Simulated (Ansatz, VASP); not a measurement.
**Re in VASP and in Ansatz**

INCAR

```
SYSTEM = Re
ALGO     = Normal         ! electronic algorithm
EDIFF    = 1E-7           ! SCF threshold, eV
ENCUT    = 520            ! plane-wave cutoff, eV
GGA      = PS             ! functional
ISIF     = 2              ! what is computed and relaxed
ISMEAR   = 0              ! smearing method
LASPH    = .TRUE.         ! aspherical terms in the spheres
LCHARG   = .FALSE.        ! write CHGCAR
LREAL    = .FALSE.        ! projectors in reciprocal space
LWAVE    = .FALSE.        ! write WAVECAR
NBANDS   = 10             ! bands
NELM     = 100            ! most SCF steps
PREC     = Accurate       ! precision mode
SIGMA    = 0.15           ! smearing width, eV
```

KPOINTS

```
k-points
0
G
  20 20 20
  0 0 0
```

File POSCAR:

```
Re
1.0
    0.0000000000      1.8170000000      2.0540000000
    1.8170000000      0.0000000000      2.0540000000
    1.8170000000      1.8170000000      0.0000000000
Re
1
Direct
    0.0000000000      0.0000000000      0.0000000000
```

Input for Ansatz:

```yaml
crystal:
  lattice:
    - [0.0, 1.817, 2.054]
    - [1.817, 0.0, 2.054]
    - [1.817, 1.817, 0.0]
  atoms:
    - { symbol: Re, position: [0.0, 0.0, 0.0] }
basis:
  ecutwfc: 420
kpoints:
  mp_grid: { grid: [20, 20, 20] }
hamiltonian:
  xc: pbesol
scf:
  occupations: { method: gaussian, width: 0.15 }
output:
  forces: true
  stress: true
  eigenvalues: true
```

Change from the starting cell: strain -0.080 along x and y, +0.040 along z, atoms carried along.

Alike in both runs: task single point; functional PBEsol; k mesh 20 × 20 × 20; occupations gaussian, width 0.15 eV; no spin polarisation.

|  | VASP | Ansatz |
| --- | --- | --- |
| version | VASP 6.6.1 | Ansatz 0.2.0 |
| potentials or method | VASP PAW PBE potentials, release 64 (Re), cutoff 520 eV | scalar-relativistic, plane waves, PAW |
| valence electrons in the cell | 7 | 15 |

```tsv
	VASP	Ansatz	Ansatz less VASP
gap on the k mesh at the Fermi level (eV)	none	none	-
pressure (GPa)	37.5	36.6	-0.89
traceless stress, the component that is largest in VASP (GPa)	-29.00	-29.46	-0.458
```

VASP's potentials were made for PBE, not for PBEsol. A gap of «none» marks a metal or a gap that the smearing closes. Both programs put the cell under a high pressure, so it lies far from rest at this level. The functional is the same, so the differences come from potentials, cutoffs and numerics. VASP's potentials hold 7 valence electrons a cell and Ansatz's 15, so a difference there can come from the potentials and not from the codes.

Neither program's run includes spin-orbit coupling.
